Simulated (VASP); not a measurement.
The system is MnB6.

```
Mn B
1.0
    -0.07964   -0.04665    3.57297
    -2.96947    2.39742    0.00559
    -2.92207   -2.34005    0.06926
Mn B
1 6
Direct
  0.98068 0.99066 0.03876
  0.75436 0.57467 0.92796
  0.22842 0.11499 0.42527
  0.26441 0.44421 0.09662
  0.77679 0.91277 0.54685
  0.50421 0.77262 0.18827
  0.49113 0.19007 0.77628
```

```yaml
Program: VASP 6.6.1
Task: relaxation of cell and atoms
Functional: PBE
Potentials_or_basis: VASP PAW PBE potentials, release 64 (Mn_pv, B)
Cutoff: 600 eV
k_mesh: 6 × 6 × 6
Occupations: gaussian, width 0.2 eV
Spin: no spin polarisation
```

At the start: pressure 24.9 GPa; volume 7.12 Å³/atom.

Problem. How do energy, volume and symmetry change on relaxing?

Solution. Over 15 steps the energy falls by 267.9 meV/atom and the volume is 7.43 Å³/atom (+4.4 %); space group P1 (No. 1, to 0.1 Å) before, C2/m (No. 12, to 0.1 Å).

The path:
```
step  energy change (eV)  largest force (eV/Å)  pressure (GPa)  volume (Å³)
   1              0.0000                5.3691           24.91        49.83
   2             -0.9463                2.3267          -20.65        58.16
   3             -1.6221                1.6020           -9.67        54.21
   4             -1.6229                1.5985           -9.31        54.12
   5             -1.8042                0.8876            3.77        51.64
   6             -1.8269                0.5544            0.11        52.22
   7             -1.8624                0.2636            0.22        52.07
   8             -1.8649                0.3093            0.27        52.02
   9             -1.8718                0.2003           -0.12        52.06
  10             -1.8718                0.2038           -0.11        52.06
  11             -1.8743                0.0605            0.00        52.04
  12             -1.8743                0.0606            0.03        52.04
  13             -1.8748                0.0396           -0.08        52.05
  14             -1.8748                0.0374           -0.13        52.05
  15             -1.8750                0.0192            0.11        52.01
```

Final structure:
```yaml
crystal:
  lattice:
    - [-0.03450, -0.00064, 3.60201]
    - [-2.95470, 2.44394, -0.00056]
    - [-2.95432, -2.44306, 0.00011]
  atoms:
    - { symbol: Mn, position: [0.99998, 0.00000, 0.00023] }
    - { symbol: B, position: [0.75307, 0.53774, 0.92183] }
    - { symbol: B, position: [0.24716, 0.07788, 0.46240] }
    - { symbol: B, position: [0.24681, 0.46228, 0.07810] }
    - { symbol: B, position: [0.75314, 0.92226, 0.53740] }
    - { symbol: B, position: [0.49989, 0.78631, 0.21360] }
    - { symbol: B, position: [0.49994, 0.21352, 0.78645] }
```

Caveat: the run has no spin polarisation, though such a crystal can be magnetic.
